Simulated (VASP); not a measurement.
# Al2Ru (Fddd) in VASP: further runs

Al2Ru is run at these levels: LDA; tasks: single point.

Everything below comes from runs of VASP 6.6.1. Logs are shortened: lines on timing, memory, paths and dates and some standing lists are left out, and cuts for length are marked.

## Step 1: The cell of the first run

It takes space group Fddd (No. 70, orthorhombic). Conventional cell: a = 4.304 Å, b = 8.240 Å, c = 9.059 Å, α = 90.00°, β = 90.00°, γ = 90.00°. Within 3.3 Å of Al (site symmetry 2) lie 9 Al at 2.51 to 3.25 Å and 5 Ru at 2.57 to 2.71 Å. Ru (site symmetry 222) has 10 Al at 2.57 to 2.71 Å and 4 Ru at 3.25 Å within 3.4 Å.

## Step 2: Single point, LDA (13.39 Å³/atom)

Input file INCAR:

```
PREC     = Accurate       # precision mode
ENCUT    = 520            # plane-wave cutoff, eV
EDIFF    = 1E-6           # SCF threshold, eV
ISMEAR   = 0              # smearing method
SIGMA    = 0.03           # smearing width, eV
LREAL    = False          # projectors in reciprocal space
LASPH    = True           # aspherical terms in the spheres
NELM     = 60             # most SCF steps
ALGO     = Fast           # electronic algorithm
ISIF     = 2              # what is computed and relaxed
LWAVE    = False          # write WAVECAR
LCHARG   = False          # write CHGCAR
NBANDS   = 29             # bands
```

Input file KPOINTS:

```
Automatic mesh
0
Gamma
  10 10 10
```

Input file POSCAR:

```
Al2Ru
1.0
    0.0000000000      4.1202419267      4.5296927218
    2.1518362909      0.0000000000      4.5296927218
    2.1518362909      4.1202419267      0.0000000000
Al Ru
4 2
Direct
    0.0788992938      0.4211007062      0.0788992938
    0.4211007062      0.0788992938      0.4211007062
    0.1711007062      0.8288992938      0.1711007062
    0.8288992938      0.1711007062      0.8288992938
    0.7500000000      0.7500000000      0.7500000000
    0.5000000000      0.5000000000      0.5000000000
```

Potentials or basis: VASP PAW LDA potentials, release 64 (Al, Ru_pv).

On the command line:

```sh
cat potpaw_LDA.64/Al/POTCAR potpaw_LDA.64/Ru_pv/POTCAR > POTCAR
mpirun -np 1 vasp_std > vasp.out
```

OUTCAR:

```text
PREC = Accurate
   ENCUT = 520
   EDIFF = 1E-6
   ISMEAR = 0
   LREAL = False
   LASPH = True
   NELM = 60
   ISIF = 2

 ion  position               nearest neighbor table
   1  0.079  0.421  0.079-   2 2.51   2 2.51   5 2.57   5 2.57   6 2.59   6 2.59   3 2.62   3 2.62
                             5 2.71   2 2.82   4 3.25   4 3.25   4 3.25   4 3.25
   2  0.421  0.079  0.421-   1 2.51   1 2.51   5 2.57   5 2.57   6 2.59   6 2.59   4 2.62   4 2.62
                             5 2.71   1 2.82   3 3.25   3 3.25   3 3.25   3 3.25
   3  0.171  0.829  0.171-   4 2.51   4 2.51   6 2.57   6 2.57   5 2.59   5 2.59   1 2.62   1 2.62
                             6 2.71   4 2.82   2 3.25   2 3.25   2 3.25   2 3.25
   4  0.829  0.171  0.829-   3 2.51   3 2.51   6 2.57   6 2.57   5 2.59   5 2.59   2 2.62   2 2.62
                             6 2.71   3 2.82   1 3.25   1 3.25   1 3.25   1 3.25
   5  0.750  0.750  0.750-   2 2.57   2 2.57   1 2.57   1 2.57   3 2.59   4 2.59   4 2.59   3 2.59
                             1 2.71   2 2.71   6 3.25   6 3.25   6 3.25   6 3.25
   6  0.500  0.500  0.500-   3 2.57   3 2.57   4 2.57   4 2.57   1 2.59   2 2.59   2 2.59   1 2.59
                             3 2.71   4 2.71   5 3.25   5 3.25   5 3.25   5 3.25

  LATTYP: Found a face centered orthorhombic cell.
 ALAT       =     4.3036725818
 B/A-ratio  =     1.9147562220
 C/A-ratio  =     2.1050359365

  Lattice vectors:

 A1 = (   0.0000000000,   4.1202419267,   4.5296927218)
 A2 = (   2.1518362909,   0.0000000000,   4.5296927218)
 A3 = (   2.1518362909,   4.1202419267,   0.0000000000)

Analysis of symmetry for initial positions (statically):
=====================================================================
 Subroutine PRICEL returns:
 Original cell was already a primitive cell.

 Routine SETGRP: Setting up the symmetry group for a
 face centered orthorhombic supercell.

 Subroutine GETGRP returns: Found  8 space group operations
 (whereof  4 operations were pure point group operations)
 out of a pool of  8 trial point group operations.

The static configuration has the point symmetry D_2 .
 The point group associated with its full space group is D_2h.

Analysis of symmetry for dynamics (positions and initial velocities):
=====================================================================
 Subroutine PRICEL returns:
 Original cell was already a primitive cell.

 Routine SETGRP: Setting up the symmetry group for a
 face centered orthorhombic supercell.

 Subroutine GETGRP returns: Found  8 space group operations
 (whereof  4 operations were pure point group operations)
 out of a pool of  8 trial point group operations.

The dynamic configuration has the point symmetry D_2 .
 The point group associated with its full space group is D_2h.

 Subroutine INISYM returns: Found  8 space group operations
 (whereof  4 operations are pure point group operations),
 and found     1 'primitive' translations

----------------------------------------------------------------------------------------

                                     Primitive cell

  volume of cell :      80.3213

  direct lattice vectors                    reciprocal lattice vectors
     0.000000000  4.120241927  4.529692722    -0.232359684  0.121352097  0.110382763
     2.151836291  0.000000000  4.529692722     0.232359684 -0.121352097  0.110382763
     2.151836291  4.120241927  0.000000000     0.232359684  0.121352097 -0.110382763

  length of vectors
     6.123276058  5.014829566  4.648310764     0.284432257  0.284432257  0.284432257

  position of ions in fractional coordinates (direct lattice)
     0.078899294  0.421100706  0.078899294
     0.421100706  0.078899294  0.421100706
     0.171100706  0.828899294  0.171100706
     0.828899294  0.171100706  0.828899294
     0.750000000  0.750000000  0.750000000
     0.500000000  0.500000000  0.500000000

  ion indices of the primitive-cell ions
   primitive index   ion index
                 1           1
                 2           2
                 3           3
                 4           4
                 5           5
                 6           6

----------------------------------------------------------------------------------------

 KPOINTS: Automatic mesh

Automatic generation of k-mesh.
 Grid dimensions read from file:
 generate k-points for:   10   10   10

 Generating k-lattice:

  Cartesian coordinates                     Fractional coordinates (reciprocal lattice)
    -0.023235968  0.012135210  0.011038276     0.100000000  0.000000000  0.000000000
     0.023235968 -0.012135210  0.011038276     0.000000000  0.100000000  0.000000000
     0.023235968  0.012135210 -0.011038276    -0.000000000 -0.000000000  0.100000000

  Length of vectors
     0.028443226  0.028443226  0.028443226

  Shift w.r.t. Gamma in fractional coordinates (k-lattice)
     0.000000000  0.000000000  0.000000000

 Subroutine IBZKPT returns following result:
 ===========================================

 Found    171 irreducible k-points:

 Following reciprocal coordinates:
            Coordinates               Weight
  0.000000  0.000000  0.000000      1.000000
  0.100000  0.000000 -0.000000      8.000000
  0.200000  0.000000 -0.000000      8.000000
  0.300000  0.000000 -0.000000      8.000000
  0.400000  0.000000  0.000000      8.000000
  0.500000  0.000000  0.000000      4.000000
[... 16 lines left out ...]
  0.300000  0.300000  0.000000      2.000000
  0.400000  0.300000 -0.000000      8.000000
 [... further k-points ...]
   k-points           NKPTS =    171   k-points in BZ     NKDIM =    171   number of bands    NBANDS=     29
   number of dos      NEDOS =    301   number of ions     NIONS =      6
   total plane-waves  NPLWV =  69120
   dimension x,y,z NGX =    48 NGY =   40 NGZ =   36
   dimension x,y,z NGXF=    96 NGYF=   80 NGZF=   72
   ions per type =               4   2
   NGX,Y,Z   is equivalent  to a cutoff of  13.03, 13.26, 12.88 a.u.
   NGXF,Y,Z  is equivalent  to a cutoff of  26.06, 26.52, 25.75 a.u.
 SYSTEM =  unknown system
   PREC   = accura    normal or accurate (medium, high low for compatibility)
   ISTART =      0    job   : 0-new  1-cont  2-samecut
   ICHARG =      2    charge: 1-file 2-atom 10-const
   ISPIN  =      1    spin polarized calculation?
   LNONCOLLINEAR =      F non collinear calculations
   LSORBIT =      F    spin-orbit coupling
   LASPH  =      T    aspherical Exc in radial PAW
   ENCUT  =  520.0 eV  38.22 Ry    6.18 a.u.  11.39  9.32  8.64*2*pi/ulx,y,z
   NELM   =     60;   NELMIN=  2; NELMDL= -5     # of ELM steps
   EDIFF  = 0.1E-05   stopping-criterion for ELM
   LREAL  =      F    real-space projection
   EDIFFG = 0.1E-04   stopping-criterion for IOM
   NSW    =      0    number of steps for IOM
   IBRION =     -1    ionic relax: 0-MD 1-quasi-New 2-CG
   NFREE  =      0    steps in history (QN), initial steepest desc. (CG)
   ISIF   =      2    stress and relaxation
   ISYM   =      2    0-nonsym 1-usesym 2-fastsym
   POTIM  = 0.5000    time-step for ionic-motion
   TEBEG  =    0.0;   TEEND  =   0.0 temperature during run
   PSTRESS=    0.0 pullay stress
   NELECT =      40.0000    total number of electrons
   NUPDOWN=      -1.0000    fix difference up-down
   EMIN   =  10.00;   EMAX   =-10.00  energy-range for DOS
   EFERMI =   0.00;   METHOD = LEGACY
   ISMEAR =     0;   SIGMA  =   0.03  broadening in eV -4-tet -1-fermi 0-gaus
   EFERMI_NEDOS =   21; number of points for ismear=-14 and -15
   IALGO  =     68    algorithm
   IMIX   =      4    mixing-type and parameters
     AMIX     =   0.40;   BMIX     =  1.00
     AMIX_MAG =   1.60;   BMIX_MAG =  1.00
  volume/ion in A,a.u.               =      13.39        90.34
  Fermi-wavevector in a.u.,A,eV,Ry     =   1.297631  2.452167 22.910124  1.683847
  Thomas-Fermi vector in A             =   2.429011
   LORBIT       =      0    0 simple, 1 ext, 2 COOP (PROOUT), +10 PAW based schemes
   GGA     = CA    functional components
   LHFCALC =     F    Hartree Fock is set to
   AEXX    =    0.0000 exact exchange contribution
   IVDW    =     0    specifies the selected vdW correction
   LEPSILON=     F    determine dielectric tensor
   LRPA    =     F    only Hartree local field effects (RPA)
 non-spin polarized calculation
 RMM-DIIS sequential band-by-band and
 Gauss-broadening in eV      SIGMA  =   0.03
  energy-cutoff  :      520.00
  volume of cell :       80.32
 maximum number of plane-waves:      2192
 NGX is ok and might be reduce to    48
   NGX = 23   NGY = 19   NGZ = 17

 number of electron      40.0000000 magnetization

 Free energy of the ion-electron system (eV)
  ---------------------------------------------------
  ext. energy  EPLUGINS =         0.00000000
  ---------------------------------------------------
  free energy    TOTEN  =       -41.69658210 eV

  energy without entropy =      -41.69613834  energy(sigma->0) =      -41.69636022

 E-fermi :  10.9200     XC(G=0): -12.2226

 val. band max:       10.9176885098   @ k =  -0.1000   0.2000   0.2000
 cond. band min:      10.9277456581   @ k =  -0.2000   0.2000   0.2000
 fundamental gap:      0.0100571483
 Fermi energy:        10.9200448751

 k-point     1 :       0.0000    0.0000    0.0000
  band No.  band energies     occupation
      1     -31.7134      2.00000
      2     -31.6367      2.00000
      3     -31.6315      2.00000
      4     -31.5706      2.00000
      5     -31.5675      2.00000
      6     -31.5617      2.00000
[... 21 lines left out ...]
     28      15.0516      0.00000
     29      15.5138      0.00000

 k-point     2 :       0.1000    0.0000   -0.0000
  band No.  band energies     occupation
      1     -31.7123      2.00000
      2     -31.6418      2.00000
      3     -31.6271      2.00000
      4     -31.5731      2.00000
      5     -31.5659      2.00000
      6     -31.5620      2.00000
[... 21 lines left out ...]
     28      15.8062      0.00000
     29      16.1571      0.00000

 k-point     3 :       0.2000    0.0000   -0.0000
  band No.  band energies     occupation
      1     -31.7095      2.00000
      2     -31.6491      2.00000
      3     -31.6218      2.00000
      4     -31.5770      2.00000
      5     -31.5646      2.00000
      6     -31.5625      2.00000
[... 21 lines left out ...]
     28      16.5616      0.00000
     29      16.9402      0.00000

 k-point     4 :       0.3000    0.0000   -0.0000
  band No.  band energies     occupation
      1     -31.7056      2.00000
      2     -31.6564      2.00000
      3     -31.6177      2.00000
      4     -31.5805      2.00000
      5     -31.5646      2.00000
      6     -31.5624      2.00000
[... 21 lines left out ...]
     28      17.2833      0.00000
     29      18.0596      0.00000

 k-point     5 :       0.4000    0.0000    0.0000
  band No.  band energies     occupation
      1     -31.7018      2.00000
      2     -31.6623      2.00000
      3     -31.6151      2.00000
      4     -31.5829      2.00000
      5     -31.5647      2.00000
      6     -31.5625      2.00000
[... 21 lines left out ...]
     28      17.6671      0.00000
     29      18.0508      0.00000
[... 510 lines left out ...]
     28      17.4292      0.00000
     29      17.8776      0.00000

 k-point    22 :      -0.2000    0.2000    0.0000
  band No.  band energies     occupation
      1     -31.7044      2.00000
      2     -31.6609      2.00000
      3     -31.6138      2.00000
      4     -31.5810      2.00000
      5     -31.5655      2.00000
      6     -31.5634      2.00000
[... 21 lines left out ...]
     28      18.0789      0.00000
     29      18.3059      0.00000

 k-point    23 :       0.3000    0.3000    0.0000
  band No.  band energies     occupation
      1     -31.6984      2.00000
      2     -31.6534      2.00000
      3     -31.6230      2.00000
      4     -31.5927      2.00000
      5     -31.5589      2.00000
      6     -31.5569      2.00000
[... 21 lines left out ...]
     28      15.8073      0.00000
     29      16.1572      0.00000

 k-point    24 :       0.4000    0.3000   -0.0000
  band No.  band energies     occupation
      1     -31.6936      2.00000
      2     -31.6600      2.00000
      3     -31.6190      2.00000
      4     -31.5965      2.00000
      5     -31.5586      2.00000
      6     -31.5567      2.00000
[... 21 lines left out ...]
     28      16.0089      0.00000
     29      16.5773      0.00000

 [... further k-points ...]

------------------------ aborting loop because EDIFF is reached ----------------------------------------

  FORCE on cell =-STRESS in cart. coord.  units (eV):
  Direction    XX          YY          ZZ          XY          YZ          ZX
  --------------------------------------------------------------------------------------
  -------------------------------------------------------------------------------------
  Total       12.9634513     -3.3989105     -4.8029328      0.0000000      0.0000000      0.0000000
  in kB      258.5833396    -67.7984284    -95.8046108      0.0000000      0.0000000      0.0000000
  external PRESSURE =      31.6601001 kB  Pullay stress =       0.0000000 kB

 VOLUME and BASIS-vectors are now :
 -----------------------------------------------------------------------------
  energy-cutoff  :      520.00
  volume of cell :       80.32
      direct lattice vectors                 reciprocal lattice vectors
     0.000000000  4.120241927  4.529692722    -0.232359684  0.121352097  0.110382763
     2.151836291  0.000000000  4.529692722     0.232359684 -0.121352097  0.110382763
     2.151836291  4.120241927  0.000000000     0.232359684  0.121352097 -0.110382763

 POSITION                                       TOTAL-FORCE (eV/Angst)
 -----------------------------------------------------------------------------------
      1.07592      0.65017      2.26485        -0.000000      0.486723     -0.000000
      1.07592      3.47007      2.26485        -0.000000     -0.486723     -0.000000
      2.15184      1.40995      4.52969        -0.000000     -0.486723      0.000000
      2.15184      6.83053      4.52969        -0.000000      0.486723      0.000000
      3.22775      6.18036      6.79454         0.000000      0.000000      0.000000
      2.15184      4.12024      4.52969         0.000000      0.000000     -0.000000
 -----------------------------------------------------------------------------------
    total drift:                               -0.000000     -0.000000     -0.000000

  FREE ENERGIE OF THE ION-ELECTRON SYSTEM (eV)
  ---------------------------------------------------
  free  energy   TOTEN  =       -41.6965821012 eV

  energy  without entropy=      -41.6961383411  energy(sigma->0) =      -41.69636022
```

It took 14 min on 1 thread of Intel Xeon 8259CL, shared host; peak memory 0.44 GiB.

Results:

```yaml
Free_energy: -41.6966 eV
Pressure: 3.2 GPa
Largest_force: 0.487 eV/Å
Band_gap_on_the_k_mesh: zero (bands 20 and 21 overlap by 0.73 eV)
```

Forces in eV/Å, atoms in the order of the input:
```
Al   0.000  0.487  0.000
Al   0.000 -0.487  0.000
Al   0.000 -0.487  0.000
Al   0.000  0.487  0.000
Ru   0.000  0.000  0.000
Ru   0.000  0.000  0.000
```

Stress tensor (GPa, compression positive):
```
25.86  0.00  0.00
 0.00 -6.78  0.00
 0.00  0.00 -9.58
```

Caveat: the stress differs along the axes, from -10 to 26 GPa.

[end of part 1 of 2]

The gap in the log of VASP goes by the Fermi energy; the results here count the filled bands.